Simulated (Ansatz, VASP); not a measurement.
**Two plane-wave programs on Na2S**

```
CELL_PARAMETERS angstrom
0.00000 3.31652 3.31652
3.31652 0.00000 3.31652
3.31652 3.31652 0.00000
ATOMIC_POSITIONS crystal
Na 0.25000 0.25000 0.25000
Na 0.75000 0.75000 0.75000
S 0.00000 0.00000 0.00000
```

Alike in both runs: task single point; functional PBE; k mesh 8 × 8 × 8; occupations gaussian, width 0.02 eV; no spin polarisation.

|  | VASP | Ansatz |
| --- | --- | --- |
| version | VASP 6.6.1 | Ansatz 0.2.0 |
| potentials or method | VASP PAW PBE potentials, release 64 (Na_pv, S), cutoff 500 eV | scalar-relativistic, plane waves, PAW |
| valence electrons in the cell | 20 | 24 |

```csv
,VASP,Ansatz,Ansatz less VASP
gap on the k mesh at the Fermi level (eV),2.35,2.35,+0.003
least direct gap on the mesh (eV),2.35,2.35,+0.003
pressure (GPa),-0.8,-0.8,+0.01
```

VASP's potentials hold 20 valence electrons a cell and Ansatz's 24, so a difference there can come from the potentials and not from the codes.
